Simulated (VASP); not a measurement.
A run of VASP 6.6.1:

File INCAR:

```
SYSTEM = AlAs
PREC = Accurate ; ENCUT = 500
EDIFF = 1E-6 ; ISMEAR = 0
SIGMA = 0.01 ; LREAL = .False.
LASPH = .True. ; NELM = 120
ALGO = Normal ; ISIF = 2
LWAVE = .False. ; LCHARG = .True.
GGA = PE ; LELF = .True.
LVHAR = .True. ; NBANDS = 11
GGA_COMPAT = .False.
```

Contents of KPOINTS:

```
regular mesh
0
Gamma
  6 6 6
  0 0 0
```

File POSCAR:

```
AlAs
1.0
    0.0000000000      2.8925172194      2.8925172194
    2.8925172194      0.0000000000      2.8925172194
    2.8925172194      2.8925172194      0.0000000000
Al As
1 1
Direct
    0.0000000000      0.0000000000      0.0000000000
    0.2500000000      0.2500000000      0.2500000000
```

Potentials or basis: VASP PAW PBE potentials, release 64 (Al, As).

Launch:

```sh
$ cat potpaw_PBE.64/Al/POTCAR potpaw_PBE.64/As/POTCAR > POTCAR
$ mpirun -np 1 vasp_std > vasp.out
```

Hardware: 1 thread of Intel(R) Xeon(R) Platinum 8488C (Sapphire Rapids) (shared host).

Question: Estimate the wall time of this run.

Answer: Wall time 10 s on 1 thread of Intel(R) Xeon(R) Platinum 8488C (Sapphire Rapids), with other jobs on the host, peak memory 0.16 GiB. Counts: scf iterations 12, k points 16.
